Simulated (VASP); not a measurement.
# CaO: single point with r2SCAN

Crystal: CaO.

```
Ca O
1.0
     0.00000    2.45121    2.45121
     2.45121    0.00000    2.45121
     2.45121    2.45121    0.00000
Ca O
1 1
Cartesian
  0.0000 0.0000 0.0000
  2.4512 2.4512 2.4512
```

| Quantity | Value |
| --- | --- |
| Program | VASP 6.6.1 |
| Task | single point |
| Functional | r2SCAN |
| Potentials or basis | VASP PAW PBE potentials, release 64 (Ca_sv, O) |
| Cutoff | 520 eV |
| k mesh | 9 × 9 × 9 |
| Occupations | fermi-dirac, width 0.1 eV |
| Spin | no spin polarisation |
| Dipole correction | no |
| Further INCAR settings | ALGO = Normal; EDIFF = 1e-07; NBANDS = 15 |

```
Pressure               : -5.9 GPa
Band gap on the k mesh : 4.25 eV, indirect (least direct gap 4.63 eV)
```

Levels at points of the mesh, in eV from the valence-band top:
```
           k point  band 4  band 5  band 6  band 7  band 8  band 9  band 10  band 11  band 12  band 13
(0.00, 0.00, 0.00)  -19.24  -16.36    0.00    0.00    0.00    4.94     6.70     6.70     6.70     8.19
```

Wall time 78 s on 1 thread of Intel(R) Xeon(R) Platinum 8488C (Sapphire Rapids), on a shared host, peak memory 0.17 GiB.

Caveat: the PAW data sets were made with another functional, which shifts forces and pressure a little. A k mesh can miss the band edges.
